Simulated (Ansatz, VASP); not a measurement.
This is a calculation of Zn for VASP 6.6.1.

The input INCAR:

```
SYSTEM = Zn
ALGO = Fast
EDIFF = 1E-7
ENCUT = 520
GGA = CA
ISIF = 2
ISMEAR = -1
LASPH = .TRUE.
LCHARG = .FALSE.
LREAL = .FALSE.
LWAVE = .FALSE.
NBANDS = 25
NELM = 60
PREC = Accurate
SIGMA = 0.05
```

File KPOINTS:

```
k-points
0
G
  12 12 4
  0 0 0
```

Contents of POSCAR:

```
Zn
1.0
    2.2980179408     -1.3257059190      0.0000000000
    2.2980179408      1.3257059190      0.0000000000
   -1.6126625833      0.0000000000      7.3964772113
Zn
3
Direct
    0.7780178600      0.7780178600      0.3345049800
    0.2219821400      0.2219821400      0.6654950200
    0.0000000000      0.0000000000      0.0000000000
```

Potentials or basis: VASP PAW LDA potentials, release 64 (Zn).

Run with:

```sh
$ cat potpaw_LDA.64/Zn/POTCAR > POTCAR
$ mpirun -np 1 vasp_std > vasp.out
```

Translate it to Ansatz 0.2.0. Potentials there: all-electron LAPW, scalar-relativistic.

As run (the cutoff follows the program's own potentials):

input.yaml

```yaml
crystal:
  lattice:
    - [2.2980179408, -1.325705919, 0.0]
    - [2.2980179408, 1.325705919, 0.0]
    - [-1.6126625833, 0.0, 7.3964772113]
  atoms:
    - { symbol: Zn, position: [0.77801786, 0.77801786, 0.33450498] }
    - { symbol: Zn, position: [0.22198214, 0.22198214, 0.66549502] }
    - { symbol: Zn, position: [0.0, 0.0, 0.0] }
kpoints:
  mp_grid: { grid: [12, 12, 4] }
scf:
  occupations: { method: fermi_dirac, width: 0.05 }
hamiltonian:
  xc: lda
  pseudopotentials: { kind: all_electron, lapw: { basis_error: 0.002 } }
output:
  forces: true
  stress: true
  eigenvalues: true
```

Potentials or basis: all-electron LAPW, scalar-relativistic.

The run is started by

```console
$ ansatz run input.yaml --threads 2 --pin off --max-ram 8192MiB --backend cpu --events-out ev --progress --plain --runs-dir out
```

Both were run:

|  | VASP | Ansatz | Ansatz less VASP |
| --- | --- | --- | --- |
| gap on the k mesh at the Fermi level (eV) | none | none | - |
| pressure (GPa) | -7.2 | -7.7 | -0.50 |
| traceless stress, the component that is largest in VASP (GPa) | 4.81 | 4.97 | +0.157 |
| rms of the force components (eV/Å) | 0.004 | 0.004 | +0.0001 |

LDA's correlation is that of Perdew and Zunger in VASP and of Perdew and Wang (1992) in Ansatz. Atom by atom the forces differ by 0.000 eV/Å (rms over components). A gap of «none» marks a metal or a gap that the smearing closes. Ansatz ran all-electron here, and VASP with PAW potentials.
